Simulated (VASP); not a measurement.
Write the native input for VASP 6.6.1 that does the following.

```
Task                   : single point
Functional             : r2SCAN
Potentials or basis    : VASP PAW PBE potentials, release 64 (Ru_pv)
Cutoff                 : 520 eV
k mesh                 : 6 × 6 × 4
Occupations            : gaussian, width 0.1 eV
Spin                   : no spin polarisation
Dipole correction      : no
Further INCAR settings : ALGO = Normal; EDIFF = 1e-06; NBANDS = 36
```

Ru:

```
Ru
1.0
     3.37932    0.00000    0.00000
    -1.68966    2.92657    0.00000
     0.00000    0.00000    5.57587
Ru
4
Direct
  0.33333 0.66667 0.43750
  0.66667 0.33333 0.93750
  0.66667 0.33333 0.56250
  0.33333 0.66667 0.06250
```

The input as run:

POSCAR

```
Ru
1.0
    3.3793162485      0.0000000000      0.0000000000
   -1.6896581242      2.9265737186      0.0000000000
    0.0000000000      0.0000000000      5.5758718100
Ru
4
Direct
    0.3333333333      0.6666666667      0.4375000000
    0.6666666667      0.3333333333      0.9375000000
    0.6666666667      0.3333333333      0.5625000000
    0.3333333333      0.6666666667      0.0625000000
```

INCAR.step1

```
SYSTEM = Ru
PREC = Accurate
ENCUT = 520
ISMEAR = 0
SIGMA = 0.1
LREAL = .FALSE.
LASPH = .TRUE.
NELM = 80
NBANDS = 36
GGA = PE
ALGO = Normal
EDIFF = 1E-4
LWAVE = .TRUE.
LCHARG = .FALSE.
```

INCAR.step2

```
SYSTEM = Ru
PREC = Accurate
ENCUT = 520
EDIFF = 1E-6
ISMEAR = 0
SIGMA = 0.1
LREAL = .FALSE.
LASPH = .TRUE.
NELM = 80
ALGO = Normal
ISIF = 2
LWAVE = .FALSE.
LCHARG = .TRUE.
METAGGA = R2SCAN
LMIXTAU = .TRUE.
LELF = .TRUE.
LVHAR = .TRUE.
NBANDS = 36
ISTART = 1
```

KPOINTS

```
Automatic mesh
0
G
  6 6 4
  0 0 0
```

Potentials or basis: VASP PAW PBE potentials, release 64 (Ru_pv).

Run with:

```bash
$ cat potpaw_PBE.64/Ru_pv/POTCAR > POTCAR
$ cp INCAR.step1 INCAR
$ mpirun -np 1 vasp_std > vasp.out
$ cp INCAR.step2 INCAR
$ mpirun -np 1 vasp_std > vasp.out
```

It gave:

```json
{
  "Pressure": "154.7 GPa",
  "Largest force": "0.036 eV/Å",
  "Band gap on the k mesh": "zero (bands 28 and 29 overlap by 0.85 eV)"
}
```

Caveat: the stress differs along the axes, from 151 to 157 GPa; the PAW data sets were made with another functional, which shifts forces and pressure a little.

Run time: 2.3 min on 1 thread of Intel(R) Xeon(R) Platinum 8488C (Sapphire Rapids), with other jobs on the host, peak memory 0.19 GiB.
